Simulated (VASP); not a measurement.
# Ru (Fd-3m) in VASP: further runs

The runs below take Ru through single point, with PBE.

Everything below comes from runs of VASP 6.6.1. Logs are shortened: lines on timing, memory, paths and dates and some standing lists are left out, and cuts for length are marked.

**1. The cell of the first run**

It takes space group Fd-3m (No. 227, cubic). Conventional cell: a = 5.455 Å, b = 5.455 Å, c = 5.455 Å, α = 90.00°, β = 90.00°, γ = 90.00°. Ru (site symmetry -43m) has 4 Ru at 2.36 Å within 3.1 Å.

This isn't the form of Ru at room conditions, which is hcp.

**2. Single point, PBE**

File INCAR:

```
SYSTEM = Ru
PREC = Accurate
ENCUT = 500
EDIFF = 1E-6
ISMEAR = 0
SIGMA = 0.1
LREAL = .FALSE.
LASPH = .TRUE.
NELM = 120
ALGO = Normal
ISIF = 2
LWAVE = .FALSE.
LCHARG = .FALSE.
GGA = PE
NBANDS = 21
GGA_COMPAT = .FALSE.
```

File KPOINTS:

```
regular mesh
0
G
  6 6 6
  0 0 0
```

File POSCAR:

```
Ru
1.0
    0.0000000000      2.7273100154      2.7273100154
    2.7273100154      0.0000000000      2.7273100154
    2.7273100154      2.7273100154      0.0000000000
Ru
2
Direct
    0.2500000000      0.2500000000      0.2500000000
    0.0000000000      0.0000000000      0.0000000000
```

Potentials or basis: VASP PAW PBE potentials, release 64 (Ru_pv).

On the command line:

```bash
> cat potpaw_PBE.64/Ru_pv/POTCAR > POTCAR
> mpirun -np 1 vasp_std > vasp.out
```

OUTCAR:

```text
SYSTEM = Ru
   PREC = Accurate
   ENCUT = 500
   EDIFF = 1E-6
   ISMEAR = 0
   LREAL = .FALSE.
   LASPH = .TRUE.
   NELM = 120
   ISIF = 2
   GGA = PE

 ion  position               nearest neighbor table
   1  0.250  0.250  0.250-   2 2.36   2 2.36   2 2.36   2 2.36
   2  0.000  0.000  0.000-   1 2.36   1 2.36   1 2.36   1 2.36

  LATTYP: Found a face centered cubic cell.
 ALAT       =     5.4546200308

  Lattice vectors:

 A1 = (   0.0000000000,   2.7273100154,   2.7273100154)
 A2 = (   2.7273100154,   0.0000000000,   2.7273100154)
 A3 = (   2.7273100154,   2.7273100154,   0.0000000000)

Analysis of symmetry for initial positions (statically):
=====================================================================
 Subroutine PRICEL returns:
 Original cell was already a primitive cell.

 Routine SETGRP: Setting up the symmetry group for a
 face centered cubic supercell.

 Subroutine GETGRP returns: Found 48 space group operations
 (whereof 24 operations were pure point group operations)
 out of a pool of 48 trial point group operations.

The static configuration has the point symmetry T_d .
 The point group associated with its full space group is O_h .

Analysis of symmetry for dynamics (positions and initial velocities):
=====================================================================
 Subroutine PRICEL returns:
 Original cell was already a primitive cell.

 Routine SETGRP: Setting up the symmetry group for a
 face centered cubic supercell.

 Subroutine GETGRP returns: Found 48 space group operations
 (whereof 24 operations were pure point group operations)
 out of a pool of 48 trial point group operations.

The dynamic configuration has the point symmetry T_d .
 The point group associated with its full space group is O_h .

 Subroutine INISYM returns: Found 48 space group operations
 (whereof 24 operations are pure point group operations),
 and found     1 'primitive' translations

----------------------------------------------------------------------------------------

                                     Primitive cell

  volume of cell :      40.5727

  direct lattice vectors                    reciprocal lattice vectors
     0.000000000  2.727310015  2.727310015    -0.183330827  0.183330827  0.183330827
     2.727310015  0.000000000  2.727310015     0.183330827 -0.183330827  0.183330827
     2.727310015  2.727310015  0.000000000     0.183330827  0.183330827 -0.183330827

  length of vectors
     3.856998813  3.856998813  3.856998813     0.317538307  0.317538307  0.317538307

  position of ions in fractional coordinates (direct lattice)
     0.250000000  0.250000000  0.250000000
     0.000000000  0.000000000  0.000000000

  ion indices of the primitive-cell ions
   primitive index   ion index
                 1           1
                 2           2

----------------------------------------------------------------------------------------

 KPOINTS: regular mesh

Automatic generation of k-mesh.
 Grid dimensions read from file:
 generate k-points for:    6    6    6

 Generating k-lattice:

  Cartesian coordinates                     Fractional coordinates (reciprocal lattice)
    -0.030555138  0.030555138  0.030555138     0.166666667  0.000000000  0.000000000
     0.030555138 -0.030555138  0.030555138     0.000000000  0.166666667  0.000000000
     0.030555138  0.030555138 -0.030555138     0.000000000  0.000000000  0.166666667

  Length of vectors
     0.052923051  0.052923051  0.052923051

  Shift w.r.t. Gamma in fractional coordinates (k-lattice)
     0.000000000  0.000000000  0.000000000

 Subroutine IBZKPT returns following result:
 ===========================================

 Found     16 irreducible k-points:

 Following reciprocal coordinates:
            Coordinates               Weight
  0.000000  0.000000  0.000000      1.000000
  0.166667  0.000000  0.000000      8.000000
  0.333333  0.000000  0.000000      8.000000
  0.500000  0.000000  0.000000      4.000000
  0.166667  0.166667  0.000000      6.000000
  0.333333  0.166667  0.000000     24.000000
[... 8 lines left out ...]
 -0.333333  0.333333  0.166667     24.000000
 -0.333333  0.500000  0.166667     12.000000
   k-points           NKPTS =     16   k-points in BZ     NKDIM =     16   number of bands    NBANDS=     21
   number of dos      NEDOS =    301   number of ions     NIONS =      2
   total plane-waves  NPLWV =  21952
   dimension x,y,z NGX =    28 NGY =   28 NGZ =   28
   dimension x,y,z NGXF=    56 NGYF=   56 NGZF=   56
   ions per type =               2
   NGX,Y,Z   is equivalent  to a cutoff of  12.07, 12.07, 12.07 a.u.
   NGXF,Y,Z  is equivalent  to a cutoff of  24.14, 24.14, 24.14 a.u.
 SYSTEM =  Ru
   PREC   = accura    normal or accurate (medium, high low for compatibility)
   ISTART =      0    job   : 0-new  1-cont  2-samecut
   ICHARG =      2    charge: 1-file 2-atom 10-const
   ISPIN  =      1    spin polarized calculation?
   LNONCOLLINEAR =      F non collinear calculations
   LSORBIT =      F    spin-orbit coupling
   LASPH  =      T    aspherical Exc in radial PAW
   ENCUT  =  500.0 eV  36.75 Ry    6.06 a.u.   7.03  7.03  7.03*2*pi/ulx,y,z
   NELM   =    120;   NELMIN=  2; NELMDL= -5     # of ELM steps
   EDIFF  = 0.1E-05   stopping-criterion for ELM
   LREAL  =      F    real-space projection
   EDIFFG = 0.1E-04   stopping-criterion for IOM
   NSW    =      0    number of steps for IOM
   IBRION =     -1    ionic relax: 0-MD 1-quasi-New 2-CG
   NFREE  =      0    steps in history (QN), initial steepest desc. (CG)
   ISIF   =      2    stress and relaxation
   ISYM   =      2    0-nonsym 1-usesym 2-fastsym
   POTIM  = 0.5000    time-step for ionic-motion
   TEBEG  =    0.0;   TEEND  =   0.0 temperature during run
   PSTRESS=    0.0 pullay stress
   NELECT =      28.0000    total number of electrons
   NUPDOWN=      -1.0000    fix difference up-down
   EMIN   =  10.00;   EMAX   =-10.00  energy-range for DOS
   EFERMI =   0.00;   METHOD = LEGACY
   ISMEAR =     0;   SIGMA  =   0.10  broadening in eV -4-tet -1-fermi 0-gaus
   EFERMI_NEDOS =   21; number of points for ismear=-14 and -15
   IALGO  =     38    algorithm
   IMIX   =      4    mixing-type and parameters
     AMIX     =   0.40;   BMIX     =  1.00
     AMIX_MAG =   1.60;   BMIX_MAG =  1.00
  volume/ion in A,a.u.               =      20.29       136.90
  Fermi-wavevector in a.u.,A,eV,Ry     =   1.446715  2.733895 28.476782  2.092984
  Thomas-Fermi vector in A             =   2.564752
   LORBIT       =      0    0 simple, 1 ext, 2 COOP (PROOUT), +10 PAW based schemes
   GGA     = PE    functional components
   LHFCALC =     F    Hartree Fock is set to
   AEXX    =    0.0000 exact exchange contribution
   IVDW    =     0    specifies the selected vdW correction
   LEPSILON=     F    determine dielectric tensor
   LRPA    =     F    only Hartree local field effects (RPA)
 non-spin polarized calculation
 Gauss-broadening in eV      SIGMA  =   0.10
  energy-cutoff  :      500.00
  volume of cell :       40.57
 maximum number of plane-waves:      1056
   NGX = 13   NGY = 13   NGZ = 13

 number of electron      27.9999993 magnetization

 Free energy of the ion-electron system (eV)
  ---------------------------------------------------
  ext. energy  EPLUGINS =         0.00000000
  ---------------------------------------------------
  free energy    TOTEN  =       -16.08646850 eV

  energy without entropy =      -16.07445738  energy(sigma->0) =      -16.08046294

 E-fermi :   7.0035     XC(G=0): -11.3357

 val. band max:        6.9775999697   @ k =   0.5000   0.1667   0.0000
 cond. band min:       7.1268362115   @ k =  -0.1667   0.1667   0.0000
 fundamental gap:      0.1492362418
 Fermi energy:         7.0035220731

 k-point     1 :       0.0000    0.0000    0.0000
  band No.  band energies     occupation
      1     -36.1183      2.00000
      2     -36.1183      2.00000
      3     -36.1183      2.00000
      4     -35.2446      2.00000
      5     -35.2446      2.00000
      6     -35.2446      2.00000
[... 13 lines left out ...]
     20      19.5989      0.00000
     21      20.0692      0.00000

 k-point     2 :       0.1667    0.0000    0.0000
  band No.  band energies     occupation
      1     -36.1441      2.00000
      2     -36.1441      2.00000
      3     -36.1137      2.00000
      4     -35.2514      2.00000
      5     -35.2174      2.00000
      6     -35.2174      2.00000
[... 13 lines left out ...]
     20      17.9287      0.00000
     21      18.6312      0.00000

 k-point     3 :       0.3333    0.0000    0.0000
  band No.  band energies     occupation
      1     -36.1916      2.00000
      2     -36.1916      2.00000
      3     -36.1056      2.00000
      4     -35.2637      2.00000
      5     -35.1671      2.00000
      6     -35.1671      2.00000
[... 13 lines left out ...]
     20      17.9314      0.00000
     21      18.0444      0.00000

 k-point     4 :       0.5000    0.0000    0.0000
  band No.  band energies     occupation
      1     -36.2137      2.00000
      2     -36.2137      2.00000
      3     -36.1022      2.00000
      4     -35.2692      2.00000
      5     -35.1437      2.00000
      6     -35.1437      2.00000
[... 13 lines left out ...]
     20      17.4487      0.00000
     21      17.4487      0.00000

 k-point     5 :       0.1667    0.1667    0.0000
  band No.  band energies     occupation
      1     -36.1735      2.00000
      2     -36.1735      2.00000
      3     -36.0614      2.00000
      4     -35.3062      2.00000
      5     -35.1867      2.00000
      6     -35.1867      2.00000
[... 13 lines left out ...]
     20      17.7769      0.00000
     21      17.9287      0.00000
[... 190 lines left out ...]
     20      12.2276      0.00000
     21      17.9258      0.00000

 k-point    14 :       0.5000    0.3333    0.1667
  band No.  band energies     occupation
      1     -36.2945      2.00000
      2     -36.2514      2.00000
      3     -35.9155      2.00000
      4     -35.4555      2.00000
      5     -35.1048      2.00000
      6     -35.0641      2.00000
[... 13 lines left out ...]
     20      14.7553      0.00000
     21      17.9285      0.00000

 k-point    15 :      -0.3333    0.3333    0.1667
  band No.  band energies     occupation
      1     -36.3185      2.00000
      2     -36.2732      2.00000
      3     -35.8497      2.00000
      4     -35.5203      2.00000
      5     -35.0825      2.00000
      6     -35.0411      2.00000
[... 13 lines left out ...]
     20      13.4499      0.00000
     21      17.9286      0.00000

 k-point    16 :      -0.3333    0.5000    0.1667
  band No.  band energies     occupation
      1     -36.3119      2.00000
      2     -36.3119      2.00000
      3     -35.6868      2.00000
      4     -35.6868      2.00000
      5     -35.0439      2.00000
      6     -35.0439      2.00000
[... 13 lines left out ...]
     20      11.4512      0.00000
     21      17.9284      0.00000

------------------------ aborting loop because EDIFF is reached ----------------------------------------

  FORCE on cell =-STRESS in cart. coord.  units (eV):
  Direction    XX          YY          ZZ          XY          YZ          ZX
  --------------------------------------------------------------------------------------
  -------------------------------------------------------------------------------------
  Total        0.0673674      0.0673674      0.0673674     -0.0000000     -0.0000000      0.0000000
  in kB        2.6602766      2.6602766      2.6602766     -0.0000000     -0.0000000      0.0000000
  external PRESSURE =       2.6602766 kB  Pullay stress =       0.0000000 kB

 VOLUME and BASIS-vectors are now :
 -----------------------------------------------------------------------------
  energy-cutoff  :      500.00
  volume of cell :       40.57
      direct lattice vectors                 reciprocal lattice vectors
     0.000000000  2.727310015  2.727310015    -0.183330827  0.183330827  0.183330827
     2.727310015  0.000000000  2.727310015     0.183330827 -0.183330827  0.183330827
     2.727310015  2.727310015  0.000000000     0.183330827  0.183330827 -0.183330827

 POSITION                                       TOTAL-FORCE (eV/Angst)
 -----------------------------------------------------------------------------------
      1.36366      1.36366      1.36366         0.000000      0.000000      0.000000
      0.00000      0.00000      0.00000        -0.000000     -0.000000      0.000000
 -----------------------------------------------------------------------------------
    total drift:                                0.000000      0.000000      0.000000

  FREE ENERGIE OF THE ION-ELECTRON SYSTEM (eV)
  ---------------------------------------------------
  free  energy   TOTEN  =       -16.0864684993 eV

  energy  without entropy=      -16.0744573754  energy(sigma->0) =      -16.08046294
```

Wall time 6.8 s (1 thread of AMD EPYC 9R45 (Zen 5), shared host); peak memory 0.12 GiB.

What came out:

```yaml
Free_energy: -16.0865 eV
Pressure: 0.3 GPa
Band_gap_on_the_k_mesh: zero (bands 14 and 15 overlap by 0.73 eV)
```

**3. Single point, PBE**

This run uses another cell than the first one, of 35.45 Å³/atom.

File INCAR:

```
SYSTEM = Ru
PREC = Accurate
ENCUT = 500
EDIFF = 1E-6
ISMEAR = 0
SIGMA = 0.1
LREAL = .False.
LASPH = .True.
NELM = 120
ALGO = Normal
ISIF = 2
LWAVE = .False.
LCHARG = .False.
GGA = PE
NBANDS = 21
GGA_COMPAT = .False.
```

File KPOINTS:

```
regular mesh
0
Gamma
  6 6 6
  0 0 0
```

File POSCAR:

```
Ru
1.0
    0.0000000000      3.2849633478      3.2849633478
    3.2849633478      0.0000000000      3.2849633478
    3.2849633478      3.2849633478      0.0000000000
Ru
2
Direct
    0.2500000000      0.2500000000      0.2500000000
    0.0000000000      0.0000000000      0.0000000000
```

Potentials or basis: VASP PAW PBE potentials, release 64 (Ru_pv).

On the command line:

```bash
> cat potpaw_PBE.64/Ru_pv/POTCAR > POTCAR
> mpirun -np 1 vasp_std > vasp.out
```

Run time: 15 s. Hardware: 1 thread of AMD EPYC 9R45 (Zen 5), shared host; peak memory 0.16 GiB.

The run converged. Its results:

- Free energy: -12.2963 eV
- Pressure: -22.7 GPa
- Band gap on the k mesh: zero (bands 14 and 15 overlap by 0.30 eV)

Levels at points of the mesh, in eV from the Fermi level:
```csv
k point,band 12,band 13,band 14,band 15,band 16,band 17
"(0.00, 0.00, 0.00)",-1.67,-0.24,-0.24,-0.24,0.66,0.66
"(0.50, 0.00, 0.00)",-1.53,0.01,0.01,0.41,0.52,0.52
"(0.50, 0.50, 0.00)",-0.95,-0.56,-0.56,0.66,0.66,1.90
```

Caveat: the cell stands under tension.
